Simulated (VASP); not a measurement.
**As: single point with PBE**

As:

```
As
1.0
     1.87975    1.08527    3.48577
    -1.87975    1.08527    3.48577
     0.00000   -2.17055    3.48577
As
2
Direct
  0.54254 0.27554 0.58854
  0.08746 0.82046 0.13346
```

```json
{
 "Program": "VASP 6.6.1",
 "Task": "single point",
 "Functional": "PBE",
 "Potentials or basis": "VASP PAW PBE potentials, release 64 (As_d)",
 "Cutoff": "510 eV",
 "k mesh": "6 × 6 × 6",
 "Occupations": "gaussian, width 0.1 eV",
 "Spin": "no spin polarisation"
}
```

| Property | Result |
| --- | --- |
| Pressure | 3.5 GPa |
| Largest force | 0.120 eV/Å |
| Band gap on the k mesh | zero (bands 15 and 16 overlap by 0.33 eV) |

Forces on the atoms (eV/Å):
```
As   0.000  0.000  0.120
As   0.000  0.000 -0.120
```

Stress tensor (GPa, compression positive):
```
4.05 0.00 0.00
0.00 4.05 0.00
0.00 0.00 2.53
```

Levels at points of the mesh, in eV from the Fermi level:
| k point | band 13 | band 14 | band 15 | band 16 | band 17 | band 18 |
| --- | --- | --- | --- | --- | --- | --- |
| (0.00, 0.00, 0.00) | -2.57 | -2.04 | -2.04 | 1.76 | 2.94 | 2.94 |
| (0.50, 0.00, 0.00) | -2.79 | -2.77 | -0.39 | -0.33 | 0.24 | 1.22 |
| (0.50, 0.50, 0.00) | -6.11 | -4.32 | -4.17 | 1.49 | 5.47 | 6.80 |
| (0.50, 0.50, 0.50) | -1.75 | -1.75 | -0.57 | 0.67 | 0.67 | 1.75 |

Wall time 47 s on 1 thread of Intel(R) Xeon(R) Platinum 8375C CPU @ 2.90GHz (Ice Lake) (shared host), peak memory 0.17 GiB.

Caveat: the cell stands under pressure.
